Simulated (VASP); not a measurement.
## Se: single point with PBE

Crystal: Se.

```xyz
2
Lattice="1.6876 -0.9744 2.7585 0.0000 1.9487 2.7585 -1.6876 -0.9744 2.7585" Properties=species:S:1:pos:R:3 pbc="T T T"
Se    0.0000    0.0000    2.0688
Se    0.0000    0.0000   -2.0688
```

This cell differs from its parent crystal: volume scaled by 0.6.

```
Program                : VASP 6.6.1
Task                   : single point
Functional             : PBE
Potentials or basis    : VASP PAW PBE potentials, release 64 (Se)
Cutoff                 : 520 eV
k mesh                 : 13 × 13 × 13
Occupations            : fermi-dirac, width 0.08 eV
Spin                   : no spin polarisation
Dipole correction      : no
Further INCAR settings : ALGO = Normal; EDIFF = 1e-07; NBANDS = 13
```

```json
{"Pressure": "105.3 GPa", "Band gap on the k mesh": "zero (band 6 reaches 14.61 eV, above the bottom of band 7 at 9.69 eV)"}
```

Stress tensor (GPa, compression positive):
```
105.24   0.00   0.00
  0.00 105.24   0.00
  0.00   0.00 105.37
```

Levels at points of the mesh, in eV from the Fermi level:
```
           k point  band 3  band 4  band 5  band 6  band 7  band 8  band 9  band 10
(0.00, 0.00, 0.00)   -5.84   -5.82   -5.82    2.18    2.18    2.19    3.34     3.36
```

Wall time 33 s on 1 thread of Intel(R) Xeon(R) 6975P-C (Granite Rapids) (shared host), peak memory 0.2 GiB.
